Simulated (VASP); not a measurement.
# AlAs5 (P-3m1) in VASP: further runs

Runs on AlAs5. Level: PBE. Tasks: relaxation of cell and atoms, single point.

Program: VASP 6.6.1. These are calculated values, not measurements. Logs are shortened: lines on timing, memory, paths and dates and some standing lists are left out, and cuts for length are marked.

## (1) The cell of the first run

It takes space group P-3m1 (No. 164, trigonal). Conventional cell: a = 3.873 Å, b = 3.873 Å, c = 22.139 Å, α = 90.00°, β = 90.00°, γ = 120.00°. Al (site symmetry 3m) has 4 As at 2.42 to 2.69 Å and 3 Al at 2.85 Å within 3.2 Å. As (site symmetry 3m) has 6 As at 2.57 to 3.17 Å within 3.4 Å. Within 3.4 Å of As (site symmetry 3m) lie 6 As at 2.57 to 3.17 Å. As (site symmetry 3m) has 4 Al at 2.42 to 2.69 Å within 3.2 Å. Within 3.4 Å of As (site symmetry 3m) lie 3 As at 2.58 Å. Within 3.4 Å of As (site symmetry 3m) lie 6 As at 2.58 to 3.17 Å.

## (2) Relaxation of cell and atoms, PBE

INCAR

```
ALGO     = Normal         # electronic algorithm
EDIFF    = 1E-6           # SCF threshold, eV
EDIFFG   = -0.001         # ionic threshold
ENCUT    = 600            # plane-wave cutoff, eV
GGA      = PE             # functional
IBRION   = 2              # ionic algorithm
ISIF     = 3              # what is computed and relaxed
ISMEAR   = 0              # smearing method
LASPH    = True           # aspherical terms in the spheres
LCHARG   = False          # write CHGCAR
LREAL    = False          # projectors in reciprocal space
LWAVE    = False          # write WAVECAR
NELM     = 100            # most SCF steps
NSW      = 80             # ionic steps
PREC     = Accurate       # precision mode
SIGMA    = 0.1            # smearing width, eV
```

KPOINTS

```
k-points
0
Gamma
  12 12 2
```

POSCAR

```
AlAs5
1.0
    3.8733184248      0.0000000000      0.0000000000
   -1.9366592124      3.3543921529      0.0000000000
    0.0000000000      0.0000000000     22.1394204985
Al As
2 10
Direct
    0.3333333333      0.6666666667      0.0398008670
    0.6666666667      0.3333333333      0.9601991330
    0.0000000000      0.0000000000      0.3918455483
    0.3333333333      0.6666666667      0.4491207481
    1.0000000000      1.0000000000      0.6081544517
    0.6666666667      0.3333333333      0.5508792519
    0.6666666667      0.3333333333      0.0817250610
    0.3333333333      0.6666666667      0.2319892521
    0.3333333333      0.6666666667      0.9182749390
    0.6666666667      0.3333333333      0.7680107479
    0.3333333333      0.6666666667      0.7098062839
    0.6666666667      0.3333333333      0.2901937161
```

Potentials or basis: VASP PAW PBE potentials, release 64 (Al, As).

The run is started by

```
$ cat potpaw_PBE.64/Al/POTCAR potpaw_PBE.64/As/POTCAR > POTCAR
$ mpirun -np 1 vasp_std > vasp.out
```

OUTCAR:

```text
EDIFF = 1E-6
   EDIFFG = -0.001
   ENCUT = 600
   GGA = PE
   IBRION = 2
   ISIF = 3
   ISMEAR = 0
   LASPH = True
   LREAL = False
   NELM = 100
   NSW = 80
   PREC = Accurate

 ion  position               nearest neighbor table
   1  0.333  0.667  0.040-   7 2.42   7 2.42   7 2.42   9 2.69   2 2.85   2 2.85   2 2.85
   2  0.667  0.333  0.960-   9 2.42   9 2.42   9 2.42   7 2.69   1 2.85   1 2.85   1 2.85
   3  0.000  0.000  0.392-   4 2.57   4 2.57   4 2.57
   4  0.333  0.667  0.449-   3 2.57   3 2.57   3 2.57
   5  0.000  0.000  0.608-   6 2.57   6 2.57   6 2.57
   6  0.667  0.333  0.551-   5 2.57   5 2.57   5 2.57
   7  0.667  0.333  0.082-   1 2.42   1 2.42   1 2.42   2 2.69
   8  0.333  0.667  0.232-  12 2.58  12 2.58  12 2.58
   9  0.333  0.667  0.918-   2 2.42   2 2.42   2 2.42   1 2.69
  10  0.667  0.333  0.768-  11 2.58  11 2.58  11 2.58
  11  0.333  0.667  0.710-  10 2.58  10 2.58  10 2.58
  12  0.667  0.333  0.290-   8 2.58   8 2.58   8 2.58

  LATTYP: Found a hexagonal cell.
 ALAT       =     3.8733184248
 C/A-ratio  =     5.7158792721

  Lattice vectors:

 A1 = (   3.8733184248,   0.0000000000,   0.0000000000)
 A2 = (  -1.9366592124,   3.3543921529,   0.0000000000)
 A3 = (   0.0000000000,   0.0000000000,  22.1394204985)

Analysis of symmetry for initial positions (statically):
=====================================================================
 Subroutine PRICEL returns:
 Original cell was already a primitive cell.

 Routine SETGRP: Setting up the symmetry group for a
 hexagonal supercell.

 Subroutine GETGRP returns: Found 12 space group operations
 (whereof 12 operations were pure point group operations)
 out of a pool of 24 trial point group operations.

The static configuration has the point symmetry D_3d.

Analysis of symmetry for dynamics (positions and initial velocities):
=====================================================================
 Subroutine PRICEL returns:
 Original cell was already a primitive cell.

 Routine SETGRP: Setting up the symmetry group for a
 hexagonal supercell.

 Subroutine GETGRP returns: Found 12 space group operations
 (whereof 12 operations were pure point group operations)
 out of a pool of 24 trial point group operations.

The dynamic configuration has the point symmetry D_3d.

 Subroutine INISYM returns: Found 12 space group operations
 (whereof 12 operations are pure point group operations),
 and found     1 'primitive' translations

----------------------------------------------------------------------------------------

                                     Primitive cell

  volume of cell :     287.6493

  direct lattice vectors                    reciprocal lattice vectors
     3.873318425  0.000000000  0.000000000     0.258176553  0.149058302  0.000000000
    -1.936659212  3.354392153  0.000000000     0.000000000  0.298116605  0.000000000
     0.000000000  0.000000000 22.139420499     0.000000000  0.000000000  0.045168301

  length of vectors
     3.873318425  3.873318425 22.139420499     0.298116605  0.298116605  0.045168301

  position of ions in fractional coordinates (direct lattice)
     0.333333333  0.666666667  0.039800867
     0.666666667  0.333333333  0.960199133
     0.000000000  0.000000000  0.391845548
     0.333333333  0.666666667  0.449120748
     0.000000000  0.000000000  0.608154452
     0.666666667  0.333333333  0.550879252
     0.666666667  0.333333333  0.081725061
     0.333333333  0.666666667  0.231989252
     0.333333333  0.666666667  0.918274939
     0.666666667  0.333333333  0.768010748
     0.333333333  0.666666667  0.709806284
     0.666666667  0.333333333  0.290193716

  ion indices of the primitive-cell ions
   primitive index   ion index
                 1           1
                 2           2
                 3           3
                 4           4
                 5           5
                 6           6
                 7           7
                 8           8
                 9           9
                10          10
                11          11
                12          12

----------------------------------------------------------------------------------------

 KPOINTS: k-points

Automatic generation of k-mesh.
 Grid dimensions read from file:
 generate k-points for:   12   12    2

 Generating k-lattice:

  Cartesian coordinates                     Fractional coordinates (reciprocal lattice)
     0.021514713  0.012421525  0.000000000     0.083333333 -0.000000000  0.000000000
     0.000000000  0.024843050  0.000000000     0.000000000  0.083333333  0.000000000
     0.000000000  0.000000000  0.022584150     0.000000000  0.000000000  0.500000000

  Length of vectors
     0.024843050  0.024843050  0.022584150

  Shift w.r.t. Gamma in fractional coordinates (k-lattice)
     0.000000000  0.000000000  0.000000000

 Subroutine IBZKPT returns following result:
 ===========================================

 Found     38 irreducible k-points:

 Following reciprocal coordinates:
            Coordinates               Weight
  0.000000  0.000000  0.000000      1.000000
  0.083333  0.000000  0.000000      6.000000
  0.166667  0.000000  0.000000      6.000000
  0.250000  0.000000  0.000000      6.000000
  0.333333  0.000000  0.000000      6.000000
  0.416667  0.000000  0.000000      6.000000
[... 16 lines left out ...]
  0.250000  0.000000  0.500000      6.000000
  0.333333  0.000000  0.500000      6.000000
 [... further k-points ...]
   k-points           NKPTS =     38   k-points in BZ     NKDIM =     38   number of bands    NBANDS=     35
   number of dos      NEDOS =    301   number of ions     NIONS =     12
   total plane-waves  NPLWV = 184320
   dimension x,y,z NGX =    32 NGY =   32 NGZ =  180
   dimension x,y,z NGXF=    64 NGYF=   64 NGZF=  360
   ions per type =               2  10
   NGX,Y,Z   is equivalent  to a cutoff of  13.73, 13.73, 13.52 a.u.
   NGXF,Y,Z  is equivalent  to a cutoff of  27.47, 27.47, 27.03 a.u.
 SYSTEM =  unknown system
   PREC   = accura    normal or accurate (medium, high low for compatibility)
   ISTART =      0    job   : 0-new  1-cont  2-samecut
   ICHARG =      2    charge: 1-file 2-atom 10-const
   ISPIN  =      1    spin polarized calculation?
   LNONCOLLINEAR =      F non collinear calculations
   LSORBIT =      F    spin-orbit coupling
   LASPH  =      T    aspherical Exc in radial PAW
   ENCUT  =  600.0 eV  44.10 Ry    6.64 a.u.   7.74  7.74 44.22*2*pi/ulx,y,z
   NELM   =    100;   NELMIN=  2; NELMDL= -5     # of ELM steps
   EDIFF  = 0.1E-05   stopping-criterion for ELM
   LREAL  =      F    real-space projection
   EDIFFG = -.1E-02   stopping-criterion for IOM
   NSW    =     80    number of steps for IOM
   IBRION =      2    ionic relax: 0-MD 1-quasi-New 2-CG
   NFREE  =      1    steps in history (QN), initial steepest desc. (CG)
   ISIF   =      3    stress and relaxation
   ISYM   =      2    0-nonsym 1-usesym 2-fastsym
   POTIM  = 0.5000    time-step for ionic-motion
   TEBEG  =    0.0;   TEEND  =   0.0 temperature during run
   PSTRESS=    0.0 pullay stress
   NELECT =      56.0000    total number of electrons
   NUPDOWN=      -1.0000    fix difference up-down
   EMIN   =  10.00;   EMAX   =-10.00  energy-range for DOS
   EFERMI =   0.00;   METHOD = LEGACY
   ISMEAR =     0;   SIGMA  =   0.10  broadening in eV -4-tet -1-fermi 0-gaus
   EFERMI_NEDOS =   21; number of points for ismear=-14 and -15
   IALGO  =     38    algorithm
   IMIX   =      4    mixing-type and parameters
     AMIX     =   0.40;   BMIX     =  1.00
     AMIX_MAG =   1.60;   BMIX_MAG =  1.00
  volume/ion in A,a.u.               =      23.97       161.76
  Fermi-wavevector in a.u.,A,eV,Ry     =   0.948818  1.793007 12.248730  0.900256
  Thomas-Fermi vector in A             =   2.077043
   LORBIT       =      0    0 simple, 1 ext, 2 COOP (PROOUT), +10 PAW based schemes
   GGA     = PE    functional components
   LHFCALC =     F    Hartree Fock is set to
   AEXX    =    0.0000 exact exchange contribution
   IVDW    =     0    specifies the selected vdW correction
   LEPSILON=     F    determine dielectric tensor
   LRPA    =     F    only Hartree local field effects (RPA)
 conjugate gradient relaxation of ions
 non-spin polarized calculation
 Gauss-broadening in eV      SIGMA  =   0.10
  energy-cutoff  :      600.00
  volume of cell :      287.65
 maximum number of plane-waves:      9676
 NGX is ok and might be reduce to    32
   NGX = 15   NGY = 15   NGZ = 89

--------------------------------------- Ionic step        1  -------------------------------------------

 number of electron      56.0000003 magnetization

 Free energy of the ion-electron system (eV)
  ---------------------------------------------------
  ext. energy  EPLUGINS =         0.00000000
  ---------------------------------------------------
  free energy    TOTEN  =       -55.14278789 eV

  energy without entropy =      -55.13553607  energy(sigma->0) =      -55.13916198

------------------------ aborting loop because EDIFF is reached ----------------------------------------

  FORCE on cell =-STRESS in cart. coord.  units (eV):
  Direction    XX          YY          ZZ          XY          YZ          ZX
  --------------------------------------------------------------------------------------
  -------------------------------------------------------------------------------------
  Total        0.3280012      0.3280012      0.2902462     -0.0000000     -0.0000000      0.0000000
  in kB        1.8269334      1.8269334      1.6166418     -0.0000000     -0.0000000      0.0000000
  external PRESSURE =       1.7568362 kB  Pullay stress =       0.0000000 kB
[... 119 lines left out ...]
  FREE ENERGIE OF THE ION-ELECTRON SYSTEM (eV)
  ---------------------------------------------------
  free  energy   TOTEN  =       -55.1434593058 eV

  energy  without entropy=      -55.1363151121  energy(sigma->0) =      -55.13988721

[... ionic steps 4 to 17 ...]

--------------------------------------- Ionic step       18  -------------------------------------------

 number of electron      56.0000003 magnetization

------------------------ aborting loop because EDIFF is reached ----------------------------------------

  FORCE on cell =-STRESS in cart. coord.  units (eV):
  Direction    XX          YY          ZZ          XY          YZ          ZX
  --------------------------------------------------------------------------------------
  -------------------------------------------------------------------------------------
  Total        0.0013007      0.0013007      0.0105650     -0.0000000      0.0000000      0.0000000
  in kB        0.0072473      0.0072473      0.0588659     -0.0000000      0.0000000      0.0000000
  external PRESSURE =       0.0244535 kB  Pullay stress =       0.0000000 kB
[... 77 lines left out ...]
  energy  without entropy=      -55.1366250133  energy(sigma->0) =      -55.14013750

--------------------------------------- Ionic step       20  -------------------------------------------

 number of electron      56.0000003 magnetization

 Free energy of the ion-electron system (eV)
  ---------------------------------------------------
  ext. energy  EPLUGINS =         0.00000000
  ---------------------------------------------------
  free energy    TOTEN  =       -55.14365123 eV

  energy without entropy =      -55.13661798  energy(sigma->0) =      -55.14013461

 E-fermi :   4.2827     XC(G=0):  -9.2045

 val. band max:        4.2709087316   @ k =   0.4167   0.0000   0.5000
 cond. band min:       4.2884468330   @ k =   0.0833   0.0000   0.0000
 fundamental gap:      0.0175381015
 Fermi energy:         4.2826887880

 k-point     1 :       0.0000    0.0000    0.0000
  band No.  band energies     occupation
      1     -10.0383      2.00000
      2      -9.7244      2.00000
      3      -9.3138      2.00000
      4      -8.9782      2.00000
      5      -8.6652      2.00000
      6      -7.5188      2.00000
[... 901 lines left out ...]
     34       6.1911      0.00000
     35       6.3574      0.00000

 [... further k-points ...]
[... 5 lines left out ...]
  --------------------------------------------------------------------------------------
  -------------------------------------------------------------------------------------
  Total       -0.0011526     -0.0011526      0.0040988     -0.0000000      0.0000000      0.0000000
  in kB       -0.0064219     -0.0064219      0.0228369     -0.0000000      0.0000000      0.0000000
  external PRESSURE =       0.0033310 kB  Pullay stress =       0.0000000 kB
[... 27 lines left out ...]
  FREE ENERGIE OF THE ION-ELECTRON SYSTEM (eV)
  ---------------------------------------------------
  free  energy   TOTEN  =       -55.1436512325 eV

  energy  without entropy=      -55.1366179848  energy(sigma->0) =      -55.14013461

 reached required accuracy - stopping structural energy minimisation
```

Run time: 33 min. Hardware: 1 thread of Intel Xeon 6975P-C (Granite Rapids), shared host; peak memory 0.72 GiB.

What came out:

- Free energy: -55.1437 eV
- Relaxed volume: 23.96 Å³/atom
- Relaxed cell: a = 3.876 Å, b = 3.876 Å, c = 22.098 Å, α = 90.00°, β = 90.00°, γ = 120.00°
- Space group after relaxing (to 0.1 Å): P-3m1 (No. 164)
- Energy gained by relaxing: 0.1 meV/atom
- Ionic steps: 20
- Pressure after relaxing: 0.0 GPa
- Band gap on the k mesh: zero (bands 28 and 29 overlap by 0.09 eV)

The path:
```
step  energy change (eV)  largest force (eV/Å)  pressure (GPa)  volume (Å³)
   1              0.0000                0.0516            0.18       287.65
   2             -0.0004                0.0212           -0.13       288.74
   3             -0.0007                0.0124           -0.03       288.33
   4             -0.0007                0.0115           -0.02       288.34
   5             -0.0007                0.0096           -0.03       288.37
   6             -0.0007                0.0107           -0.03       288.35
   7             -0.0007                0.0089           -0.02       288.22
   8             -0.0008                0.0076           -0.01       288.03
   9             -0.0008                0.0069            0.01       287.91
  10             -0.0008                0.0089            0.02       287.75
  11             -0.0008                0.0103            0.00       287.78
  12             -0.0008                0.0114           -0.01       287.80
  13             -0.0008                0.0088           -0.01       287.75
  14             -0.0009                0.0017           -0.01       287.60
  15             -0.0009                0.0023           -0.01       287.56
  16             -0.0009                0.0052            0.00       287.49
  17             -0.0009                0.0030            0.00       287.53
  18             -0.0009                0.0025            0.00       287.55
  19             -0.0009                0.0024            0.00       287.56
  20             -0.0009                0.0010            0.00       287.56
```

Final structure:
```yaml
crystal:
  lattice:
    - [3.87637, 0.00000, 0.00000]
    - [-1.93818, 3.35703, 0.00000]
    - [0.00000, 0.00000, 22.09782]
  atoms:
    - { symbol: Al, position: [0.33333, 0.66667, 0.03987] }
    - { symbol: Al, position: [0.66667, 0.33333, 0.96013] }
    - { symbol: As, position: [0.00000, 0.00000, 0.39172] }
    - { symbol: As, position: [0.33333, 0.66667, 0.44930] }
    - { symbol: As, position: [0.00000, 0.00000, 0.60828] }
    - { symbol: As, position: [0.66667, 0.33333, 0.55070] }
    - { symbol: As, position: [0.66667, 0.33333, 0.08205] }
    - { symbol: As, position: [0.33333, 0.66667, 0.23194] }
    - { symbol: As, position: [0.33333, 0.66667, 0.91795] }
    - { symbol: As, position: [0.66667, 0.33333, 0.76806] }
    - { symbol: As, position: [0.33333, 0.66667, 0.70955] }
    - { symbol: As, position: [0.66667, 0.33333, 0.29045] }
```

Caveat: semilocal functionals underestimate gaps, and a narrow one can read as zero; this functional lacks dispersion, which binds layers or chains, so the pressure and a relaxed spacing across them are unreliable.

## (3) Single point, PBE

INCAR

```
SYSTEM = AlAs5
PREC = Accurate ; ENCUT = 520
EDIFF = 1E-7 ; ISMEAR = 0
SIGMA = 0.1 ; LREAL = .FALSE.
LASPH = .TRUE. ; NELM = 100
ALGO = Normal ; ISIF = 2
LWAVE = .FALSE. ; LCHARG = .FALSE.
GGA = PE ; NBANDS = 40
```

KPOINTS

```
Automatic mesh
0
G
  12 12 2
  0 0 0
```

POSCAR

```
AlAs5
1.0
    3.8726546637      0.0000000000      0.0000000000
   -1.9363273319      3.3538173189      0.0000000000
    0.0000000000      0.0000000000     22.1453351991
Al As
2 10
Direct
    0.3333333333      0.6666666667      0.0397848104
    0.6666666667      0.3333333333      0.9602151896
    0.0000000000      0.0000000000      0.3919024962
    0.3333333333      0.6666666667      0.4491835705
    1.0000000000      1.0000000000      0.6080975038
    0.6666666667      0.3333333333      0.5508164295
    0.6666666667      0.3333333333      0.0817171896
    0.3333333333      0.6666666667      0.2321243731
    0.3333333333      0.6666666667      0.9182828104
    0.6666666667      0.3333333333      0.7678756269
    0.3333333333      0.6666666667      0.7096568796
    0.6666666667      0.3333333333      0.2903431204
```

Potentials or basis: VASP PAW PBE potentials, release 64 (Al, As).

The run is started by

```
$ cat potpaw_PBE.64/Al/POTCAR potpaw_PBE.64/As/POTCAR > POTCAR
$ mpirun -np 1 vasp_std > vasp.out
```

It took 11 min on 1 thread of AMD EPYC 7R43 (Zen 3), shared host; peak memory 0.54 GiB.

Results (log left out):

| Property | Result |
| --- | --- |
| Free energy | -55.1425 eV |
| Pressure | 0.2 GPa |
| Largest force | 0.047 eV/Å |
| Band gap on the k mesh | zero (bands 28 and 29 overlap by 0.09 eV) |

Forces in eV/Å, atoms in the order of the input:
```
Al   0.000  0.000 -0.012
Al   0.000  0.000  0.012
As   0.000  0.000 -0.041
As   0.000  0.000  0.041
As   0.000  0.000  0.041
As   0.000  0.000 -0.041
As   0.000  0.000  0.040
As   0.000  0.000 -0.043
As   0.000  0.000 -0.040
As   0.000  0.000  0.043
As   0.000  0.000 -0.047
As   0.000  0.000  0.047
```

Levels at points of the mesh, in eV from the Fermi level:
| k point | band 26 | band 27 | band 28 | band 29 | band 30 | band 31 |
| --- | --- | --- | --- | --- | --- | --- |
| (0.00, 0.00, 0.00) | -0.67 | -0.67 | -0.48 | 0.08 | 0.93 | 0.93 |
| (0.50, 0.00, 0.00) | -1.93 | -1.77 | -1.03 | 0.01 | 0.52 | 1.04 |
| (0.00, 0.00, 0.50) | -0.67 | -0.67 | -0.48 | 0.08 | 0.93 | 0.93 |
| (0.50, 0.00, 0.50) | -1.91 | -1.77 | -1.05 | -0.01 | 0.58 | 1.02 |

Caveat: semilocal functionals underestimate gaps, and a narrow one can read as zero; this functional lacks dispersion, which binds layers or chains, so the pressure and a relaxed spacing across them are unreliable.

(Continued in part 2 of 2.)
